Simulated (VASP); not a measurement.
# Te in VASP: single point with AM05

Aim: the single point of Te with AM05.

All numbers are computed with VASP 6.6.1; they aren't measurements. Logs are shortened: lines on timing, memory, paths and dates and some standing lists are left out, and cuts for length are marked.

## (1) The cell of the first run

The cell holds a sheet with vacuum, 2 atoms: a = 3.070 Å, b = 5.916 Å, c = 16.000 Å, α = 90.00°, β = 90.00°, γ = 90.00°.

## (2) Single point, AM05

POSCAR

```
Te
1.0
    3.0703057770      0.0000000000      0.0000000000
    0.0000000000     -5.9155829272      0.0000000000
    0.0000000000      0.0000000000    -16.0000000000
Te
2
Direct
    0.0000000000      0.0000000000      0.5000000000
    0.9981419600      0.5000000000      0.5000000000
```

INCAR.step1

```
LDIPOL = True
IDIPOL = 3
DIPOL = 0.5 0.5 0.500
ISMEAR = 0
SIGMA = 0.03
LWAVE = True
LCHARG = True
ISIF = 0
NELM = 100
ALGO = Normal
PREC = Accurate
LASPH = True
LREAL = False
EDIFF = 1E-5
GGA_COMPAT = False
ENCUT = 400
EFERMI = MIDGAP
NELMDL = -8
GGA = PE
```

INCAR.step2

```
GGA = AM
LDIPOL = True
IDIPOL = 3
DIPOL = 0.5 0.5 0.500
ISMEAR = 0
SIGMA = 0.03
LWAVE = False
LCHARG = False
ISIF = 0
NELM = 100
ALGO = All
PREC = Accurate
LASPH = True
LREAL = False
EDIFF = 1E-6
GGA_COMPAT = False
ENCUT = 400
EFERMI = MIDGAP
NELMDL = -8
ISTART = 1
ISEARCH = 1
```

KPOINTS

```
k-points
0
Gamma
  6 3 1
```

Potentials or basis: VASP PAW PBE potentials, release 64 (Te).

Run with:

```
$ cat potpaw_PBE.64/Te/POTCAR > POTCAR
$ cp INCAR.step1 INCAR
$ mpirun -np 1 vasp_std > vasp.out
$ cp INCAR.step2 INCAR
$ mpirun -np 1 vasp_std > vasp.out
```

OUTCAR:

```text
GGA = AM
   ISMEAR = 0
   ISIF = 0
   NELM = 100
   PREC = Accurate
   LASPH = True
   LREAL = False
   EDIFF = 1E-6
   ENCUT = 400
   EFERMI = MIDGAP
   NELMDL = -8
   ISTART = 1

 Found      8 irreducible k-points:

 Following reciprocal coordinates:
            Coordinates               Weight
  0.000000  0.000000  0.000000      1.000000
  0.166667  0.000000  0.000000      2.000000
  0.333333  0.000000  0.000000      2.000000
  0.500000  0.000000  0.000000      1.000000
  0.000000  0.333333  0.000000      2.000000
  0.166667  0.333333  0.000000      4.000000
   k-points           NKPTS =      8   k-points in BZ     NKDIM =      8   number of bands    NBANDS=     10
   number of dos      NEDOS =    301   number of ions     NIONS =      2
   total plane-waves  NPLWV =  86400
   dimension x,y,z NGX =    20 NGY =   40 NGZ =  108
   dimension x,y,z NGXF=    40 NGYF=   80 NGZF=  216
   ions per type =               2
   NGX,Y,Z   is equivalent  to a cutoff of  10.83, 11.24, 11.22 a.u.
   NGXF,Y,Z  is equivalent  to a cutoff of  21.66, 22.48, 22.44 a.u.
 SYSTEM =  unknown system
   PREC   = accura    normal or accurate (medium, high low for compatibility)
   ISTART =      1    job   : 0-new  1-cont  2-samecut
   ICHARG =      0    charge: 1-file 2-atom 10-const
   ISPIN  =      1    spin polarized calculation?
   LNONCOLLINEAR =      F non collinear calculations
   LSORBIT =      F    spin-orbit coupling
   LASPH  =      T    aspherical Exc in radial PAW
   ENCUT  =  400.0 eV  29.40 Ry    5.42 a.u.   5.01  9.65 26.09*2*pi/ulx,y,z
   NELM   =    100;   NELMIN=  2; NELMDL= -8     # of ELM steps
   EDIFF  = 0.1E-05   stopping-criterion for ELM
   LREAL  =      F    real-space projection
   EDIFFG = 0.1E-04   stopping-criterion for IOM
   NSW    =      0    number of steps for IOM
   IBRION =     -1    ionic relax: 0-MD 1-quasi-New 2-CG
   NFREE  =      0    steps in history (QN), initial steepest desc. (CG)
   ISIF   =      0    stress and relaxation
   ISYM   =      2    0-nonsym 1-usesym 2-fastsym
   POTIM  = 0.5000    time-step for ionic-motion
   TEBEG  =    0.0;   TEEND  =   0.0 temperature during run

   SCALEE = 1.0000    scale energy and forces
   PSTRESS=    0.0 pullay stress
   NELECT =      12.0000    total number of electrons
   NUPDOWN=      -1.0000    fix difference up-down
   EMIN   =  10.00;   EMAX   =-10.00  energy-range for DOS
   EFERMI =   0.00;   METHOD = MIDGAP
   ISMEAR =     0;   SIGMA  =   0.03  broadening in eV -4-tet -1-fermi 0-gaus
   EFERMI_NEDOS =   21; number of points for ismear=-14 and -15
   IALGO  =     58    algorithm
   IMIX   =      4    mixing-type and parameters
     AMIX     =   0.40;   BMIX     =  1.00
     AMIX_MAG =   1.60;   BMIX_MAG =  1.00
  volume/ion in A,a.u.               =     145.30       980.54
  Fermi-wavevector in a.u.,A,eV,Ry     =   0.565851  1.069304  4.356416  0.320188
  Thomas-Fermi vector in A             =   1.604002
   LORBIT       =      0    0 simple, 1 ext, 2 COOP (PROOUT), +10 PAW based schemes
   GGA     = AM    functional components
   LHFCALC =     F    Hartree Fock is set to
   AEXX    =    0.0000 exact exchange contribution
   IVDW    =     0    specifies the selected vdW correction
   LEPSILON=     F    determine dielectric tensor
   LRPA    =     F    only Hartree local field effects (RPA)

   CSHIFT  =0.1000    complex shift for real part using Kramers Kronig

   OMEGAMAX=  -1.0    maximum frequency
 non-spin polarized calculation
 Gauss-broadening in eV      SIGMA  =   0.03
  energy-cutoff  :      400.00
  volume of cell :      290.60
 maximum number of plane-waves:      5322
   NGX = 11   NGY = 19   NGZ = 53

 number of electron      11.9999998 magnetization

 DIPCOR: dipole corrections for dipol
 direction  3 min pos     1,
 dipolmoment           0.000000      0.000000      0.000000 electrons x Angstroem
 Tr[quadrupol]       -44.682770

 energy correction for charged system         0.000000 eV

 dipol+quadrupol energy correction           -0.000000 eV

 added-field ion interaction          0.000000 eV  (added to PSCEN)

 Free energy of the ion-electron system (eV)
  ---------------------------------------------------
  ext. energy  EPLUGINS =         0.00000000
  ---------------------------------------------------
  free energy    TOTEN  =        -6.04383066 eV

  energy without entropy =       -6.04083463  energy(sigma->0) =       -6.04233264

 E-fermi :  -2.5740     XC(G=0):  -6.7058

 val. band max:       -2.5851839035   @ k =   0.1667   0.3333   0.0000
 cond. band min:     -20.3087567977   @ k =   0.0000   0.3333   0.0000
 fundamental gap:    -17.7235728942
 Fermi energy:        -2.5739547533

 k-point     1 :       0.0000    0.0000    0.0000
  band No.  band energies     occupation
      1     -15.7534      2.00000
      2     -13.0509      2.00000
      3     -11.7774      2.00000
      4      -8.4468      2.00000
      5      -5.8547      2.00000
      6     -13.4584      0.00000
      7       1.1106      0.00000
      8      -5.9807      0.00000
      9       2.0031      0.00000
     10      -1.1082      0.00000

 k-point     2 :       0.1667    0.0000    0.0000
  band No.  band energies     occupation
      1     -15.3762      2.00000
      2     -12.6589      2.00000
      3      -9.1292      2.00000
      4      -8.1110      2.00000
      5      -5.4838      2.00000
      6      -3.0981      2.00000
      7     -12.9130      0.00000
      8      -0.5963      0.00000
      9      -4.3239      0.00000
     10       2.3903      0.00000

 k-point     3 :       0.3333    0.0000    0.0000
  band No.  band energies     occupation
      1     -14.3744      2.00000
      2     -11.5888      2.00000
      3      -7.2871      2.00000
      4      -6.4966      2.00000
      5      -4.5333      2.00000
      6      -4.2242      2.00000
      7     -10.6493      0.00000
      8     -12.1999      0.00000
      9       1.9136      0.00000
     10       3.5252      0.00000

 k-point     4 :       0.5000    0.0000    0.0000
  band No.  band energies     occupation
      1     -13.6039      2.00000
      2     -10.7067      2.00000
      3      -8.1826      2.00000
      4      -6.7448      2.00000
      5      -6.0310      2.00000
      6      -3.8501      2.00000
      7       0.5798      0.00000
      8       1.5693      0.00000
      9       2.3427      0.00000
     10       4.7056      0.00000

 k-point     5 :       0.0000    0.3333    0.0000
  band No.  band energies     occupation
      1     -15.3141      2.00000
      2     -14.0979      2.00000
      3      -6.3864      2.00000
      4      -5.4275      2.00000
      5      -4.3084      2.00000
      6      -8.8377      0.00000
      7     -12.3040      0.00000
      8     -20.3088      0.00000
      9      -5.6864      0.00000
     10       2.0900      0.00000

 k-point     6 :       0.1667    0.3333    0.0000
  band No.  band energies     occupation
      1     -14.9361      2.00000
      2     -13.7154      2.00000
      3      -6.0451      2.00000
      4      -5.0572      2.00000
      5      -3.9418      2.00000
      6      -2.5852      1.50000
      7      -1.8370      0.00000
      8      -4.9491      0.00000
      9     -11.3848      0.00000
     10      -3.5622      0.00000

 [... further k-points ...]

------------------------ aborting loop because EDIFF is reached ----------------------------------------

 vacuum level on the upper side and lower side of the slab       (xc-potential included)       -21.733       -21.733

 VOLUME and BASIS-vectors are now :
 -----------------------------------------------------------------------------
  energy-cutoff  :      400.00
  volume of cell :      290.60
      direct lattice vectors                 reciprocal lattice vectors
     3.070305777  0.000000000  0.000000000     0.325700459  0.000000000  0.000000000
     0.000000000 -5.915582927  0.000000000     0.000000000 -0.169045048  0.000000000
     0.000000000  0.000000000-16.000000000     0.000000000  0.000000000 -0.062500000

 POSITION                                       TOTAL-FORCE (eV/Angst)
 -----------------------------------------------------------------------------------
      0.00000      0.00000     -8.00000        -0.004265      0.000000      0.000000
      3.06460     -2.95779     -8.00000         0.004265      0.000000      0.000000
 -----------------------------------------------------------------------------------
    total drift:                                0.000002     -0.000000     -0.000000

  FREE ENERGIE OF THE ION-ELECTRON SYSTEM (eV)
  ---------------------------------------------------
  free  energy   TOTEN  =        -6.0438306573 eV

  energy  without entropy=       -6.0408346311  energy(sigma->0) =       -6.04233264

 vacuum level on the upper side and lower side of the slab         4.178         4.178
```

Run time: 3.7 min. Hardware: 1 thread of Intel Xeon Platinum 8175M at 2.50GHz (Skylake/Cascade Lake), shared host; peak memory 0.26 GiB.

What came out:

* Free energy: -6.0438 eV
* Largest force: 0.004 eV/Å

Forces on the atoms (eV/Å):
```
Te  -0.004  0.000  0.000
Te   0.004  0.000  0.000
```

Levels at points of the mesh, in eV from the Fermi level:
```
           k point  band 4  band 5  band 6  band 7  band 8  band 9  band 10
(0.00, 0.00, 0.00)   -5.87   -3.28  -10.88    3.68   -3.41    4.58     1.47
(0.50, 0.00, 0.00)   -4.17   -3.46   -1.28    3.15    4.14    4.92     7.28
```

Caveat: the bands computed are all filled at some k points, so no gap is given; the PAW data sets were made with another functional, which shifts forces and pressure a little; spin-orbit coupling is left out, which moves the levels of the heavy elements.
